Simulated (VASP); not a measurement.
# Hf (Im-3m) in VASP: further runs, part 2 of 2

VASP 6.6.1. The steps go on from the part before.

## (3) Electric field gradients, LDA

Contents of INCAR:

```
SYSTEM = Hf
PREC = Accurate ; ENCUT = 520
EDIFF = 1E-8 ; ISMEAR = -1
SIGMA = 0.05 ; LREAL = .FALSE.
LASPH = .TRUE. ; NELM = 80
ALGO = Normal ; ISIF = 2
LWAVE = .FALSE. ; LCHARG = .FALSE.
GGA = CA ; LEFG = .TRUE.
NBANDS = 11
```

Contents of KPOINTS:

```
Automatic mesh
0
G
  14 14 14
  0 0 0
```

Contents of POSCAR:

```
Hf
1.0
   -1.7674920948      1.7674920948      1.7674920948
    1.7674920948     -1.7674920948      1.7674920948
    1.7674920948      1.7674920948     -1.7674920948
Hf
1
Direct
    0.0000000000      0.0000000000      0.0000000000
```

Potentials or basis: VASP PAW LDA potentials, release 64 (Hf_pv).

Run with:

```console
$ cat potpaw_LDA.64/Hf_pv/POTCAR > POTCAR
$ mpirun -np 1 vasp_std > vasp.out
```

OUTCAR:

```text
SYSTEM = Hf
   PREC = Accurate
   ENCUT = 520
   EDIFF = 1E-8
   ISMEAR = -1
   LREAL = .FALSE.
   LASPH = .TRUE.
   NELM = 80
   ISIF = 2
   GGA = CA

 ion  position               nearest neighbor table
   1  0.000  0.000  0.000-

  LATTYP: Found a body centered cubic cell.
 ALAT       =     3.5349841896

  Lattice vectors:

 A1 = (  -1.7674920948,   1.7674920948,   1.7674920948)
 A2 = (   1.7674920948,  -1.7674920948,   1.7674920948)
 A3 = (   1.7674920948,   1.7674920948,  -1.7674920948)

Analysis of symmetry for initial positions (statically):
=====================================================================
 Subroutine PRICEL returns:
 Original cell was already a primitive cell.

 Routine SETGRP: Setting up the symmetry group for a
 body centered cubic supercell.

 Subroutine GETGRP returns: Found 48 space group operations
 (whereof 48 operations were pure point group operations)
 out of a pool of 48 trial point group operations.

The static configuration has the point symmetry O_h .

Analysis of symmetry for dynamics (positions and initial velocities):
=====================================================================
 Subroutine PRICEL returns:
 Original cell was already a primitive cell.

 Routine SETGRP: Setting up the symmetry group for a
 body centered cubic supercell.

 Subroutine GETGRP returns: Found 48 space group operations
 (whereof 48 operations were pure point group operations)
 out of a pool of 48 trial point group operations.

The dynamic configuration has the point symmetry O_h .

 Subroutine INISYM returns: Found 48 space group operations
 (whereof 48 operations are pure point group operations),
 and found     1 'primitive' translations

----------------------------------------------------------------------------------------

                                     Primitive cell

  volume of cell :      22.0868

  direct lattice vectors                    reciprocal lattice vectors
    -1.767492095  1.767492095  1.767492095     0.000000000  0.282886697  0.282886697
     1.767492095 -1.767492095  1.767492095     0.282886697  0.000000000  0.282886697
     1.767492095  1.767492095 -1.767492095     0.282886697  0.282886697  0.000000000

  length of vectors
     3.061386110  3.061386110  3.061386110     0.400062203  0.400062203  0.400062203

  position of ions in fractional coordinates (direct lattice)
     0.000000000  0.000000000  0.000000000

  ion indices of the primitive-cell ions
   primitive index   ion index
                 1           1

----------------------------------------------------------------------------------------

 KPOINTS: Automatic mesh

Automatic generation of k-mesh.
 Grid dimensions read from file:
 generate k-points for:   14   14   14

 Generating k-lattice:

  Cartesian coordinates                     Fractional coordinates (reciprocal lattice)
     0.000000000  0.020206193  0.020206193     0.071428571  0.000000000  0.000000000
     0.020206193  0.000000000  0.020206193     0.000000000  0.071428571  0.000000000
     0.020206193  0.020206193  0.000000000     0.000000000  0.000000000  0.071428571

[... 64 lines left out ...]
   POTIM  = 0.5000    time-step for ionic-motion
   TEBEG  =    0.0;   TEEND  =   0.0 temperature during run
   PSTRESS=    0.0 pullay stress
   NELECT =      10.0000    total number of electrons
   NUPDOWN=      -1.0000    fix difference up-down
   EMIN   =  10.00;   EMAX   =-10.00  energy-range for DOS
   EFERMI =   0.00;   METHOD = LEGACY
   ISMEAR =    -1;   SIGMA  =   0.05  broadening in eV -4-tet -1-fermi 0-gaus
   EFERMI_NEDOS =   21; number of points for ismear=-14 and -15
   IALGO  =     38    algorithm
   IMIX   =      4    mixing-type and parameters
     AMIX     =   0.40;   BMIX     =  1.00
     AMIX_MAG =   1.60;   BMIX_MAG =  1.00
  volume/ion in A,a.u.               =      22.09       149.05
  Fermi-wavevector in a.u.,A,eV,Ry     =   1.257083  2.375543 21.500718  1.580258
  Thomas-Fermi vector in A             =   2.390760
   LORBIT       =      0    0 simple, 1 ext, 2 COOP (PROOUT), +10 PAW based schemes
   GGA     = CA    functional components
   LHFCALC =     F    Hartree Fock is set to
   AEXX    =    0.0000 exact exchange contribution
   IVDW    =     0    specifies the selected vdW correction
   LEPSILON=     F    determine dielectric tensor
   LRPA    =     F    only Hartree local field effects (RPA)
 non-spin polarized calculation
  energy-cutoff  :      520.00
  volume of cell :       22.09
 maximum number of plane-waves:       610
   NGX = 11   NGY = 11   NGZ = 11

 number of electron      10.0000000 magnetization

 Free energy of the ion-electron system (eV)
  ---------------------------------------------------
  ext. energy  EPLUGINS =         0.00000000
  ---------------------------------------------------
  free energy    TOTEN  =       -10.51409069 eV

  energy without entropy =      -10.49884781  energy(sigma->0) =      -10.50646925

 E-fermi :   4.5159     XC(G=0): -11.5271

 val. band max:        4.4994294380   @ k =   0.1429   0.1429   0.0714
 cond. band min:       4.5231823224   @ k =  -0.4286  -0.4286   0.1429
 fundamental gap:      0.0237528845
 Fermi energy:         4.5158895013

 k-point     1 :       0.0000    0.0000    0.0000
  band No.  band energies     occupation
      1     -25.0834      2.00000
      2     -25.0834      2.00000
      3     -25.0834      2.00000
      4      -2.4775      2.00000
      5       5.9888      0.00000
      6       5.9888      0.00000
      7       5.9888      0.00000
      8       8.8190      0.00000
      9       8.8190      0.00000
     10      16.9021      0.00000
     11      17.9664      0.00000
[... 309 lines left out ...]
 k-point    24 :       0.3571    0.2857    0.0000
  band No.  band energies     occupation
      1     -25.7522      2.00000
      2     -25.6186      2.00000
      3     -25.1922      2.00000
      4       2.8218      2.00000
      5       3.9285      1.99998
      6       4.2597      1.98815
      7       8.9708      0.00000
      8       9.4808      0.00000
      9      12.1280      0.00000
     10      14.6636      0.00000
     11      16.1153      0.00000

 [... further k-points ...]
[... 5 lines left out ...]
  --------------------------------------------------------------------------------------
  -------------------------------------------------------------------------------------
  Total       -1.0825061     -1.0825061     -1.0825061      0.0000000      0.0000000      0.0000000
  in kB      -78.5251031    -78.5251031    -78.5251031      0.0000000      0.0000000      0.0000000
  external PRESSURE =     -78.5251031 kB  Pullay stress =       0.0000000 kB

 VOLUME and BASIS-vectors are now :
 -----------------------------------------------------------------------------
  energy-cutoff  :      520.00
  volume of cell :       22.09
      direct lattice vectors                 reciprocal lattice vectors
    -1.767492095  1.767492095  1.767492095     0.000000000  0.282886697  0.282886697
     1.767492095 -1.767492095  1.767492095     0.282886697  0.000000000  0.282886697
     1.767492095  1.767492095 -1.767492095     0.282886697  0.282886697  0.000000000

 POSITION                                       TOTAL-FORCE (eV/Angst)
 -----------------------------------------------------------------------------------
      0.00000      0.00000      0.00000        -0.000000     -0.000000     -0.000000
 -----------------------------------------------------------------------------------
    total drift:                               -0.000000      0.000000      0.000000

  FREE ENERGIE OF THE ION-ELECTRON SYSTEM (eV)
  ---------------------------------------------------
  free  energy   TOTEN  =       -10.5140906892 eV

  energy  without entropy=      -10.4988478056  energy(sigma->0) =      -10.50646925

 Electric field gradients (V/A^2)
---------------------------------------------------------------------
 ion       V_xx      V_yy      V_zz      V_xy      V_xz      V_yz
---------------------------------------------------------------------
   1      -0.000    -0.000     0.000    -0.000    -0.000    -0.000
---------------------------------------------------------------------

 Electric field gradients after diagonalization (V/A^2)
 (convention: |V_zz| > |V_xx| > |V_yy|)
----------------------------------------------------------------------
 ion       V_xx      V_yy      V_zz     asymmetry (V_yy - V_xx)/ V_zz
----------------------------------------------------------------------
   1       0.000     0.000    -0.001       0.000
----------------------------------------------------------------------

           NMR quadrupolar parameters

 Cq : quadrupolar parameter    Cq=e*Q*V_zz/h
 eta: asymmetry parameters     (V_yy - V_xx)/ V_zz
 Q  : nuclear electric quadrupole moment in mb (millibarn)
----------------------------------------------------------------------
 ion       Cq(MHz)       eta       Q (mb)
----------------------------------------------------------------------
   1      -0.000       0.000       1.000
----------------------------------------------------------------------
```

Run time: 27 s. Hardware: 1 thread of Intel Xeon 8259CL, shared host; peak memory 0.15 GiB.

What came out:

```yaml
Free_energy: -10.5141 eV
Pressure: -7.9 GPa
Band_gap_on_the_k_mesh: zero (band 5 reaches 5.99 eV, above the bottom of band 6 at 3.78 eV)
```

Levels at points of the mesh, in eV from the Fermi level:
```tsv
k point	band 3	band 4	band 5	band 6	band 7	band 8
(0.00, 0.00, 0.00)	-29.60	-6.99	1.47	1.47	1.47	4.30
(0.50, 0.00, 0.00)	-29.60	-3.39	-0.55	1.28	4.13	5.13
(0.50, 0.50, 0.50)	-30.21	-2.61	-2.61	6.82	6.82	6.82
```

Caveat: without QUAD_EFG the Cq values of the log hold for a quadrupole moment of 1 mb, not for the nuclei; spin-orbit coupling is left out, which moves the levels of the heavy elements.

## (4) Electric field gradients, LDA (volume scaled by 1.025)

Contents of INCAR:

```
PREC     = Accurate       # precision mode
ENCUT    = 520            # plane-wave cutoff, eV
EDIFF    = 1E-8           # SCF threshold, eV
ISMEAR   = -1             # smearing method
SIGMA    = 0.05           # smearing width, eV
LREAL    = F              # projectors in reciprocal space
LASPH    = T              # aspherical terms in the spheres
NELM     = 60             # most SCF steps
ALGO     = Normal         # electronic algorithm
ISIF     = 2              # what is computed and relaxed
LWAVE    = F              # write WAVECAR
LCHARG   = F              # write CHGCAR
GGA      = CA             # functional
LEFG     = T            
NBANDS   = 11             # bands
```

Contents of KPOINTS:

```
Automatic mesh
0
Gamma
  14 14 14
```

Contents of POSCAR:

```
Hf
1.0
   -1.7821001299      1.7821001299      1.7821001299
    1.7821001299     -1.7821001299      1.7821001299
    1.7821001299      1.7821001299     -1.7821001299
Hf
1
Direct
    0.0000000000      0.0000000000      0.0000000000
```

Potentials or basis: VASP PAW LDA potentials, release 64 (Hf_pv).

Run with:

```console
$ cat potpaw_LDA.64/Hf_pv/POTCAR > POTCAR
$ mpirun -np 1 vasp_std > vasp.out
```

OUTCAR:

```text
PREC = Accurate
   ENCUT = 520
   EDIFF = 1E-8
   ISMEAR = -1
   LREAL = F
   LASPH = T
   NELM = 60
   ISIF = 2
   GGA = CA

 ion  position               nearest neighbor table
   1  0.000  0.000  0.000-

  LATTYP: Found a body centered cubic cell.
 ALAT       =     3.5642002598

  Lattice vectors:

 A1 = (  -1.7821001299,   1.7821001299,   1.7821001299)
 A2 = (   1.7821001299,  -1.7821001299,   1.7821001299)
[... 541 lines left out ...]
    total drift:                                0.000000      0.000000      0.000000

  FREE ENERGIE OF THE ION-ELECTRON SYSTEM (eV)
  ---------------------------------------------------
  free  energy   TOTEN  =       -10.4835027896 eV

  energy  without entropy=      -10.4670721757  energy(sigma->0) =      -10.47528748

 Electric field gradients (V/A^2)
---------------------------------------------------------------------
 ion       V_xx      V_yy      V_zz      V_xy      V_xz      V_yz
---------------------------------------------------------------------
   1       0.000    -0.000     0.000    -0.000    -0.000    -0.000
---------------------------------------------------------------------

 Electric field gradients after diagonalization (V/A^2)
 (convention: |V_zz| > |V_xx| > |V_yy|)
----------------------------------------------------------------------
 ion       V_xx      V_yy      V_zz     asymmetry (V_yy - V_xx)/ V_zz
----------------------------------------------------------------------
   1       0.000     0.000    -0.001       0.000
----------------------------------------------------------------------

           NMR quadrupolar parameters

 Cq : quadrupolar parameter    Cq=e*Q*V_zz/h
 eta: asymmetry parameters     (V_yy - V_xx)/ V_zz
 Q  : nuclear electric quadrupole moment in mb (millibarn)
----------------------------------------------------------------------
 ion       Cq(MHz)       eta       Q (mb)
----------------------------------------------------------------------
   1      -0.000       0.000       1.000
----------------------------------------------------------------------
```

OSZICAR:

```text
N       E                     dE             d eps       ncg     rms          rms(c)
DAV:   1     0.120698038916E+02    0.12070E+02   -0.56835E+03  2320   0.840E+02
DAV:   2    -0.104436061684E+02   -0.22513E+02   -0.21870E+02  2989   0.154E+02
DAV:   3    -0.108571869741E+02   -0.41358E+00   -0.40461E+00  2907   0.142E+01
DAV:   4    -0.108588384625E+02   -0.16515E-02   -0.16512E-02  2594   0.105E+00
DAV:   5    -0.108588484723E+02   -0.10010E-04   -0.10009E-04  2831   0.714E-02    0.439E+01
DAV:   6    -0.105760379178E+02    0.28281E+00   -0.23832E-01  2540   0.341E+00    0.252E+01
DAV:   7    -0.104873859592E+02    0.88652E-01   -0.30593E-01  2549   0.370E+00    0.106E+00
DAV:   8    -0.104834912694E+02    0.38947E-02   -0.20647E-02  2501   0.101E+00    0.206E-01
DAV:   9    -0.104835022506E+02   -0.10981E-04   -0.33279E-04  2964   0.142E-01    0.408E-02
DAV:  10    -0.104835037514E+02   -0.15009E-05   -0.19603E-05  2651   0.311E-02    0.207E-02
DAV:  11    -0.104835027886E+02    0.96281E-06   -0.31297E-06  2682   0.129E-02    0.170E-03
DAV:  12    -0.104835027896E+02   -0.93235E-09   -0.35776E-08  2760   0.177E-03
   1 F= -.10483503E+02 E0= -.10475287E+02  d E =-.164306E-01
```

Wall time 20 s (1 thread of Intel Xeon 8259CL, shared host); peak memory 0.14 GiB.

What came out:

- Free energy: -10.4835 eV
- Pressure: -9.9 GPa
- Band gap on the k mesh: zero (band 5 reaches 5.80 eV, above the bottom of band 6 at 3.63 eV)

Caveat: without QUAD_EFG the Cq values of the log hold for a quadrupole moment of 1 mb, not for the nuclei; spin-orbit coupling is left out, which moves the levels of the heavy elements.
